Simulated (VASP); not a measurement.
Here is a VASP 6.6.1 calculation.

INCAR

```
SYSTEM = CaF2
PREC = Accurate ; ENCUT = 600
EDIFF = 1E-6 ; ISMEAR = 0
SIGMA = 0.05 ; LREAL = .False.
LASPH = .True. ; NELM = 120
ALGO = Normal ; ISIF = 2
LWAVE = .False. ; LCHARG = .False.
GGA = PE ; NBANDS = 60
GGA_COMPAT = .False.
```

Contents of KPOINTS:

```
Automatic mesh
0
Gamma
  4 4 4
  0 0 0
```

File POSCAR:

```
CaF2
1.0
    5.4625000000      0.0000000000      0.0000000000
    0.0000000000     -5.4625000000      0.0000000000
    0.0000000000      0.0000000000     -5.4625000000
Ca F
4 8
Direct
    0.0000000000      0.5000000000      0.5000000000
    0.5000000000      0.0000000000      0.5000000000
    0.5000000000      0.5000000000      0.0000000000
    0.0000000000      0.0000000000      0.0000000000
    0.2500000000      0.2500000000      0.2500000000
    0.7500000000      0.7500000000      0.2500000000
    0.7500000000      0.2500000000      0.7500000000
    0.2500000000      0.7500000000      0.7500000000
    0.7500000000      0.7500000000      0.7500000000
    0.2500000000      0.2500000000      0.7500000000
    0.2500000000      0.7500000000      0.2500000000
    0.7500000000      0.2500000000      0.2500000000
```

Potentials or basis: VASP PAW PBE potentials, release 64 (Ca_sv, F).

Launch:

```console
$ cat potpaw_PBE.64/Ca_sv/POTCAR potpaw_PBE.64/F/POTCAR > POTCAR
$ mpirun -np 1 vasp_std > vasp.out
```

Question: What does it give for the pressure?

Answer: 2.3 GPa.

Question: What does it give for the band gap on the k mesh?

Answer: 7.28 eV.
